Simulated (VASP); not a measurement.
Runs of VASP 6.6.1 on Na. The structure is that of space group P6_3/mmc (No. 194), or close to it. The cells are those of the table. 

```tsv
task	spin	cell	k mesh	gap on the mesh (eV)	pressure (GPa)
relaxation of cell and atoms	off	relaxed from a = 3.764, b = 3.764, c = 6.147 Å, angles 90.0, 90.0, 120.0°, 2 atoms	10 × 10 × 5	none	0.0
single point	off	a = 3.642, b = 3.642, c = 5.947 Å, angles 90.0, 90.0, 120.0°, 2 atoms	11 × 11 × 6	none	0.7
single point	off	a = 3.794, b = 3.794, c = 6.195 Å, angles 90.0, 90.0, 120.0°, 2 atoms	11 × 11 × 6	none	-0.3
single point	off	a = 3.588, b = 3.588, c = 5.859 Å, angles 90.0, 90.0, 120.0°, 2 atoms	11 × 11 × 6	none	(a)
single point	non-collinear, zero start, SOC	a = 3.745, b = 3.745, c = 6.114 Å, angles 90.0, 90.0, 120.0°, 2 atoms	10 × 10 × 5	-	-0.1
```

Alike in all rows: level PBE; potentials or basis VASP PAW PBE potentials, release 64 (Na_pv); cutoff (eV) 500; smearing fermi-dirac 0.1 eV.

Q: Estimate the missing entries.

A: (a) 1.2.

A gap of «none» marks levels without a gap at the run's occupations.
